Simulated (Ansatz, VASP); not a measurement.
## Al: VASP beside Ansatz

```xyz
1
Lattice="0.0000 1.9228 2.0746 1.9228 0.0000 2.0746 1.9228 1.9228 0.0000" Properties=species:S:1:pos:R:3 pbc="T T T"
Al    0.0000    0.0000    0.0000
```

Change from the starting cell: strain -0.050 along x and y, +0.025 along z, atoms carried along.

Alike in both runs: task single point; functional PBEsol; k mesh 20 × 20 × 20; occupations gaussian, width 0.15 eV; no spin polarisation.

|  | VASP | Ansatz |
| --- | --- | --- |
| version | VASP 6.6.1 | Ansatz 0.2.0 |
| potentials or method | VASP PAW PBE potentials, release 64 (Al), cutoff 520 eV | scalar-relativistic, plane waves, PAW |
| valence electrons in the cell | 3 | 3 |

Ansatz gave:

```
gap on the k mesh at the Fermi level (eV)                     : none
pressure (GPa)                                                : 5.4
traceless stress, the component that is largest in VASP (GPa) : -4.44
```

Question: Which values does VASP return?

Answer: gap on the k mesh at the Fermi level (eV): none; pressure (GPa): 5.5; traceless stress, the component that is largest in VASP (GPa): -4.48.

VASP's potentials were made for PBE, not for PBEsol. A gap of «none» marks a metal or a gap that the smearing closes.
